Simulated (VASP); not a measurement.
A run of VASP 6.6.1 is set up as follows.

File INCAR:

```
PREC = Accurate ; ENCUT = 520
EDIFF = 1E-6 ; ISMEAR = 0
SIGMA = 0.15 ; LREAL = False
LASPH = True ; NELM = 60
ALGO = Normal ; ISIF = 2
LWAVE = False ; LCHARG = False
GGA = PS ; NBANDS = 27
```

Contents of KPOINTS:

```
regular mesh
0
Gamma
  18 18 8
```

The input POSCAR:

```
Ta3N
1.0
    2.8804844010      0.0000000000      0.0000000000
   -1.4402422005      2.4945726665      0.0000000000
    0.0000000000      0.0000000000      6.8539311078
Ta N
3 1
Direct
    0.0000000000      0.0000000000      0.5000000000
    0.3333333333      0.6666666667      0.1725859884
    0.6666666667      0.3333333333      0.8274140116
    0.0000000000      0.0000000000      0.0000000000
```

Potentials or basis: VASP PAW PBE potentials, release 64 (Ta_pv, N).

The run is started by

```console
$ cat potpaw_PBE.64/Ta_pv/POTCAR potpaw_PBE.64/N/POTCAR > POTCAR
$ mpirun -np 1 vasp_std > vasp.out
```

Task: Predict the largest force.

Result: 1.414 eV/Å.

Task: What does it give for the band gap on the k mesh?

Result: Zero (bands 19 and 20 overlap by 1.27 eV).

Forces on the atoms (eV/Å):
```
Ta   0.000  0.000  0.000
Ta   0.000  0.000  1.414
Ta   0.000  0.000 -1.414
N    0.000  0.000  0.000
```

Caveat: the cell differs from its parent crystal (strain -0.040 along x and y, -0.080 along z); the PAW data sets were made with another functional, which shifts forces and pressure a little; spin-orbit coupling is left out, which moves the levels of the heavy elements.
